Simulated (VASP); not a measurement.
Here is a VASP 6.6.1 calculation.

File INCAR:

```
SYSTEM = In4O
ALGO     = Normal         ! electronic algorithm
EDIFF    = 1E-6           ! SCF threshold, eV
EDIFFG   = -0.04          ! ionic threshold
ENCUT    = 600            ! plane-wave cutoff, eV
GGA      = PE             ! functional
IBRION   = 2              ! ionic algorithm
ISIF     = 3              ! what is computed and relaxed
ISMEAR   = 0              ! smearing method
LASPH    = .True.         ! aspherical terms in the spheres
LCHARG   = .False.        ! write CHGCAR
LREAL    = .False.        ! projectors in reciprocal space
LWAVE    = .False.        ! write WAVECAR
NELM     = 60             ! most SCF steps
NSW      = 90             ! ionic steps
PREC     = Accurate       ! precision mode
SIGMA    = 0.1            ! smearing width, eV
```

The input KPOINTS:

```
k-points
0
Gamma
  4 4 4
  0 0 0
```

Contents of POSCAR:

```
In4O
1.0
   -3.2687262400      3.2687262400      3.2687262400
    3.2687262400     -3.2687262400      3.2687262400
    3.2687262400      3.2687262400     -3.2687262400
In O
4 1
Direct
    0.3495999900      0.3495999900      0.3495999900
    0.6504000100      0.0000000000      0.0000000000
    0.0000000000      0.0000000000      0.6504000100
    0.0000000000      0.6504000100      0.0000000000
    0.0000000000      0.0000000000      0.0000000000
```

Potentials or basis: VASP PAW PBE potentials, release 64 (In_d, O).

Run with:

```sh
$ cat potpaw_PBE.64/In_d/POTCAR potpaw_PBE.64/O/POTCAR > POTCAR
$ mpirun -np 1 vasp_std > vasp.out
```

(1) Predict the relaxed volume.

(2) Predict the space group after relaxing (to 0.1 Å).

(3) Estimate the relaxed cell.

(4) Predict the band gap on the k mesh.

Answers

(1) 27.37 Å³/atom.

(2) I-43m (No. 217).

(3) a = 5.623 Å, b = 5.623 Å, c = 5.623 Å, α = 109.47°, β = 109.47°, γ = 109.47°.

(4) zero (bands 29 and 30 overlap by 3.42 eV).

Caveat: spin-orbit coupling is left out, which moves the levels of the heavy elements.
